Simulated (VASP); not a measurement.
# AlCo3 (Pm-3m) in VASP: a series of runs, part 3 of 3

VASP 6.6.1.

### Step 4. Single point, PBEsol, collinear spin, ferromagnetic start

Input file INCAR:

```
SYSTEM = AlCo3
PREC = Accurate
ENCUT = 520
EDIFF = 1E-6
ISMEAR = 0
SIGMA = 0.05
LREAL = .FALSE.
LASPH = .TRUE.
NELM = 150
ALGO = Normal
ISIF = 2
LWAVE = .FALSE.
LCHARG = .FALSE.
ISPIN = 2
MAGMOM = 0 1.48 1.48 1.48
LORBIT = 11
LMAXMIX = 4
GGA = PS
NBANDS = 27
```

Input file KPOINTS:

```
regular mesh
0
G
  12 12 12
  0 0 0
```

Input file POSCAR:

```
AlCo3
1.0
    3.5749480000      0.0000000000      0.0000000000
    0.0000000000      3.5749480000      0.0000000000
    0.0000000000      0.0000000000      3.5749480000
Al Co
1 3
Direct
    0.0000000000      0.0000000000      0.0000000000
    0.5000000000      0.5000000000      0.0000000000
    0.5000000000      0.0000000000      0.5000000000
    0.0000000000      0.5000000000      0.5000000000
```

Potentials or basis: VASP PAW PBE potentials, release 64 (Al, Co).

Run with:

```sh
> cat potpaw_PBE.64/Al/POTCAR potpaw_PBE.64/Co/POTCAR > POTCAR
> mpirun -np 1 vasp_std > vasp.out
```

OUTCAR:

```text
SYSTEM = AlCo3
   PREC = Accurate
   ENCUT = 520
   EDIFF = 1E-6
   ISMEAR = 0
   LREAL = .FALSE.
   LASPH = .TRUE.
   NELM = 150
   ISIF = 2
   ISPIN = 2
   LORBIT = 11
   GGA = PS

 ion  position               nearest neighbor table
   1  0.000  0.000  0.000-   2 2.53   3 2.53   4 2.53   3 2.53   4 2.53   2 2.53   4 2.53   4 2.53
                             2 2.53   3 2.53   3 2.53   2 2.53
   2  0.500  0.500  0.000-   1 2.53   3 2.53   4 2.53   3 2.53   4 2.53   1 2.53   3 2.53   3 2.53
                             1 2.53   4 2.53   4 2.53   1 2.53
   3  0.500  0.000  0.500-   1 2.53   2 2.53   4 2.53   1 2.53   2 2.53   2 2.53   4 2.53   2 2.53
                             1 2.53   4 2.53   1 2.53   4 2.53
   4  0.000  0.500  0.500-   1 2.53   2 2.53   3 2.53   1 2.53   2 2.53   1 2.53   3 2.53   1 2.53
                             2 2.53   3 2.53   2 2.53   3 2.53

[... 1675 lines left out ...]

 POSITION                                       TOTAL-FORCE (eV/Angst)
 -----------------------------------------------------------------------------------
      0.00000      0.00000      0.00000         0.000000      0.000000      0.000000
      1.78747      1.78747      0.00000         0.000000      0.000000      0.000000
      1.78747      0.00000      1.78747         0.000000      0.000000      0.000000
      0.00000      1.78747      1.78747         0.000000      0.000000      0.000000
 -----------------------------------------------------------------------------------
    total drift:                                0.000000      0.000000      0.000000

  FREE ENERGIE OF THE ION-ELECTRON SYSTEM (eV)
  ---------------------------------------------------
  free  energy   TOTEN  =       -27.9813198487 eV

  energy  without entropy=      -27.9732656721  energy(sigma->0) =      -27.97729276

 total charge

# of ion       s       p       d       tot
------------------------------------------
    1        0.408   0.413   0.000   0.821
    2        0.472   0.510   7.314   8.297
    3        0.472   0.510   7.314   8.297
    4        0.472   0.510   7.314   8.297
--------------------------------------------------
tot          1.824   1.944  21.943  25.711

 magnetization (x)

# of ion       s       p       d       tot
------------------------------------------
    1       -0.002  -0.037   0.000  -0.038
    2       -0.002  -0.002   1.328   1.324
    3       -0.002  -0.002   1.328   1.324
    4       -0.002  -0.002   1.328   1.324
--------------------------------------------------
tot         -0.007  -0.044   3.984   3.933
```

Run time: 1.7 min. Hardware: 1 thread of Intel Xeon 6975P-C (Granite Rapids), shared host; peak memory 0.27 GiB.

Results:

```yaml
Free_energy: -27.9813 eV
Pressure: -7.6 GPa
Net_moment: 3.87 μB per cell
Site_moments: Al -0.04; Co +1.32 μB
Valence_electrons_inside_the_program's_atomic_spheres: Al 0.82; Co 8.30
```

Caveat: the cell stands under tension; the PAW data sets were made with another functional, which shifts forces and pressure a little.

### Step 5. Single point, PBEsol, collinear spin, ferromagnetic start

This run uses another cell than the first one, of 9.82 Å³/atom.

Input file INCAR:

```
SYSTEM = AlCo3
  PREC = Accurate
  ENCUT = 520
  EDIFF = 1E-6
  ISMEAR = 0
  SIGMA = 0.1
  LREAL = .FALSE.
  LASPH = .TRUE.
  NELM = 150
  ALGO = Normal
  ISIF = 2
  LWAVE = .FALSE.
  LCHARG = .FALSE.
  ISPIN = 2
  MAGMOM = 0 3 3 3
  LORBIT = 11
  LMAXMIX = 4
  GGA = PS
  NBANDS = 27
```

Input file KPOINTS:

```
Automatic mesh
0
G
  12 12 12
  0 0 0
```

Input file POSCAR:

```
AlCo3
1.0
    3.3996630848      0.0000000000      0.0000000000
    0.0000000000      3.3996630848      0.0000000000
    0.0000000000      0.0000000000      3.3996630848
Al Co
1 3
Direct
    0.0000000000      0.0000000000      0.0000000000
    0.5000000000      0.5000000000      0.0000000000
    0.5000000000      0.0000000000      0.5000000000
    0.0000000000      0.5000000000      0.5000000000
```

Run with:

```sh
> cat potpaw_PBE.64/Al/POTCAR potpaw_PBE.64/Co/POTCAR > POTCAR
> mpirun -np 1 vasp_std > vasp.out
```

Wall time 3.7 min (1 thread of Intel Xeon 8259CL, shared host); peak memory 0.27 GiB.

It converged, with:

```
Free energy                                           : -27.7558 eV
Pressure                                              : 22.6 GPa
Net moment                                            : 1.30 μB per cell
Site moments                                          : Al -0.01; Co +0.44 μB
Valence electrons inside the program's atomic spheres : Al 0.91; Co 8.63
```

Levels at points of the mesh, in eV from the Fermi level:
Spin up:
```csv
k point,band 12,band 13,band 14,band 15,band 16,band 17,band 18,band 19,band 20,band 21
"(0.00, 0.00, 0.00)",-0.32,0.40,0.69,0.69,0.69,1.15,1.15,1.15,8.10,8.10
"(0.50, 0.00, 0.00)",-1.21,-0.94,-0.94,-0.79,-0.19,0.69,6.53,6.53,6.76,6.76
"(0.50, 0.50, 0.00)",-1.31,-1.24,-1.13,-0.60,-0.58,-0.19,1.78,1.78,9.32,9.32
"(0.50, 0.50, 0.50)",-1.37,-1.37,-0.73,-0.73,-0.21,0.43,0.43,0.43,5.01,5.60
```
Spin down:
```tsv
k point	band 12	band 13	band 14	band 15	band 16	band 17	band 18	band 19
(0.00, 0.00, 0.00)	0.35	0.88	1.07	1.07	1.07	1.18	1.18	1.18
(0.50, 0.00, 0.00)	-0.60	-0.58	-0.58	-0.29	0.45	1.07	6.64	6.64
(0.50, 0.50, 0.00)	-0.73	-0.73	-0.67	-0.24	-0.17	0.11	2.17	2.17
(0.50, 0.50, 0.50)	-0.75	-0.75	-0.34	-0.34	-0.13	0.85	0.85	0.85
```

Caveat: the cell stands under pressure; the PAW data sets were made with another functional, which shifts forces and pressure a little.

### Step 6. Single point, PBEsol, collinear spin, ferromagnetic start

This run uses another cell than the first one, of 10.51 Å³/atom.

Input file INCAR:

```
SYSTEM = AlCo3
PREC     = Accurate       ! precision mode
ENCUT    = 520            ! plane-wave cutoff, eV
EDIFF    = 1E-6           ! SCF threshold, eV
ISMEAR   = 0              ! smearing method
SIGMA    = 0.1            ! smearing width, eV
LREAL    = .False.        ! projectors in reciprocal space
LASPH    = .True.         ! aspherical terms in the spheres
NELM     = 150            ! most SCF steps
ALGO     = Fast           ! electronic algorithm
ISIF     = 2              ! what is computed and relaxed
LWAVE    = .False.        ! write WAVECAR
LCHARG   = .False.        ! write CHGCAR
ISPIN    = 2              ! spin polarisation
MAGMOM   = 0 3 3 3        ! initial moments
LORBIT   = 11             ! projections on sites
LMAXMIX  = 4              ! l up to which the mixer works
GGA      = PS             ! functional
NBANDS   = 27             ! bands
```

Input file KPOINTS:

```
regular mesh
0
Gamma
  12 12 12
  0 0 0
```

Input file POSCAR:

```
AlCo3
1.0
    3.4769544791      0.0000000000      0.0000000000
    0.0000000000      3.4769544791      0.0000000000
    0.0000000000      0.0000000000      3.4769544791
Al Co
1 3
Direct
    0.0000000000      0.0000000000      0.0000000000
    0.5000000000      0.5000000000      0.0000000000
    0.5000000000      0.0000000000      0.5000000000
    0.0000000000      0.5000000000      0.5000000000
```

Potentials or basis: VASP PAW PBE potentials, release 64 (Al, Co).

Run with:

```sh
> cat potpaw_PBE.64/Al/POTCAR potpaw_PBE.64/Co/POTCAR > POTCAR
> mpirun -np 1 vasp_std > vasp.out
```

Run time: 5.3 min. Hardware: 1 thread of Intel Xeon 8259CL, shared host; peak memory 0.27 GiB.

Results (log left out):

```yaml
Free_energy: -27.9851 eV
Pressure: 9.3 GPa
Net_moment: 3.55 μB per cell
Site_moments: Al -0.04; Co +1.21 μB
Valence_electrons_inside_the_program's_atomic_spheres: Al 0.87; Co 8.47
```

Levels at points of the mesh, in eV from the Fermi level:
Spin up:
```csv
k point,band 15,band 16,band 17,band 18,band 19,band 20
"(0.00, 0.00, 0.00)",0.05,0.05,0.92,0.92,0.92,7.30
"(0.50, 0.00, 0.00)",-1.29,-0.78,0.05,5.98,5.98,6.06
"(0.50, 0.50, 0.00)",-1.09,-1.07,-0.61,1.10,1.10,8.69
"(0.50, 0.50, 0.50)",-1.20,-0.35,-0.19,-0.19,-0.19,4.12
```
Spin down:
```csv
k point,band 9,band 10,band 11,band 12,band 13,band 14,band 15,band 16,band 17,band 18
"(0.00, 0.00, 0.00)",-0.50,-0.50,0.62,0.62,0.96,0.96,0.96,1.12,1.31,1.31
"(0.50, 0.00, 0.00)",-1.48,-1.09,-0.92,-0.29,-0.26,-0.26,0.01,0.71,1.31,6.30
"(0.50, 0.50, 0.00)",-1.35,-1.35,-0.45,-0.44,-0.39,-0.39,0.07,0.09,0.25,2.23
"(0.50, 0.50, 0.50)",-1.34,-1.34,-0.42,-0.42,-0.42,-0.20,-0.08,-0.08,1.10,1.10
```

Caveat: the cell stands under pressure; the PAW data sets were made with another functional, which shifts forces and pressure a little.

### Step 7. Summary

| cell | smearing | gap on the mesh (eV) | pressure (GPa) | moment (μB) |
| --- | --- | --- | --- | --- |
| a = 3.575 Å, 4 atoms | gaussian 0.1 eV | none | -7.6 | 3.85 |
| a = 3.575 Å, 4 atoms | gaussian 0.05 eV | none | -7.6 | 3.87 |
| a = 3.400 Å, 4 atoms | gaussian 0.1 eV | none | 22.6 | 1.30 |
| a = 3.477 Å, 4 atoms | gaussian 0.1 eV | none | 9.3 | 3.55 |

Alike in all rows: task single point; level PBEsol; potentials or basis VASP PAW PBE potentials, release 64 (Al, Co); spin collinear, ferromagnetic start; k mesh 12 × 12 × 12; cutoff (eV) 520.

Caveats: the PAW data sets were made with another functional, which shifts forces and pressure a little; the cell stands under tension (at least some runs); the cell stands under pressure (at least some runs).

Absolute energies hang on the potentials; compare differences alone.
